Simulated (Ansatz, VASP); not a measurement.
## SnTe in VASP and in Ansatz

Contents of POSCAR:

```
SnTe
1.0
    0.0000000000      3.1893303454      3.2212236489
    3.1893303454      0.0000000000      3.2212236489
    3.1893303454      3.1893303454      0.0000000000
Sn Te
1 1
Direct
    0.0000000000      0.0000000000      0.0000000000
    0.5000000000      0.5000000000      0.5000000000
```

Contents of INCAR.step1:

```
  ALGO = Normal
  EDIFF = 1E-4
  ENCUT = 520
  GGA = PE
  ISMEAR = -1
  LASPH = T
  LCHARG = F
  LREAL = F
  LWAVE = T
  NBANDS = 17
  NELM = 80
  PREC = Accurate
  SIGMA = 0.02
```

The input INCAR.step2:

```
  ALGO = Normal
  EDIFF = 1E-7
  ENCUT = 520
  ISIF = 2
  ISMEAR = -1
  ISTART = 1
  LASPH = T
  LCHARG = F
  LMIXTAU = T
  LREAL = F
  LWAVE = F
  METAGGA = R2SCAN
  NBANDS = 17
  NELM = 80
  PREC = Accurate
  SIGMA = 0.02
```

KPOINTS

```
k-points
0
Gamma
  8 8 8
```

Input for Ansatz:

```yaml
crystal:
  lattice:
    - [0.0, 3.1893303454, 3.2212236489]
    - [3.1893303454, 0.0, 3.2212236489]
    - [3.1893303454, 3.1893303454, 0.0]
  atoms:
    - { symbol: Sn, position: [0.0, 0.0, 0.0] }
    - { symbol: Te, position: [0.5, 0.5, 0.5] }
kpoints:
  mp_grid: { grid: [8, 8, 8] }
  band_path:
    path:
      - [0.0, 0.0, 0.0]
      - [0.5, 0.0, 0.5]
      - [0.625, 0.25, 0.625]
      - [0.375, 0.375, 0.75]
      - [0.5, 0.5, 0.5]
      - [0.5, 0.25, 0.75]
      - [0.0, 0.0, 0.5]
    npoints: 1
hamiltonian:
  xc: r2scan
scf:
  occupations: { method: fermi_dirac, width: 0.02 }
  n_extra_bands: 4
output:
  forces: true
  stress: true
  eigenvalues: true
  write_density: true
  write_potential: true
  elf: true
  volumetric_format: npy
```

Change from the starting cell: uniaxial_z strain +1.0%.

Alike in both runs: task single point; functional r2SCAN; k mesh 8 × 8 × 8; occupations fermi-dirac, width 0.02 eV; no spin polarisation.

|  | VASP | Ansatz |
| --- | --- | --- |
| version | VASP 6.6.1 | Ansatz 0.2.0 |
| potentials or method | VASP PAW PBE potentials, release 64 (Sn_d, Te) | plane waves, PAW |
| plane-wave cutoff (eV) | 520 | 500 |
| valence electrons in the cell | 20 | 30 |

Ansatz gave:

| Property | Result |
| --- | --- |
| pressure (GPa) | -0.5 |
| traceless stress, the component that is largest in VASP (GPa) | -0.75 |

Problem. Which values does VASP return?

Solution. Pressure (GPa): -0.5; traceless stress, the component that is largest in VASP (GPa): -0.76.

VASP's potentials were made for PBE, not for r2SCAN. With one functional, cell and mesh, what is left measures potentials, basis and numerics. VASP's potentials hold 20 valence electrons a cell and Ansatz's 30, so a difference there can come from the potentials and not from the codes.

Neither program's run includes spin-orbit coupling.
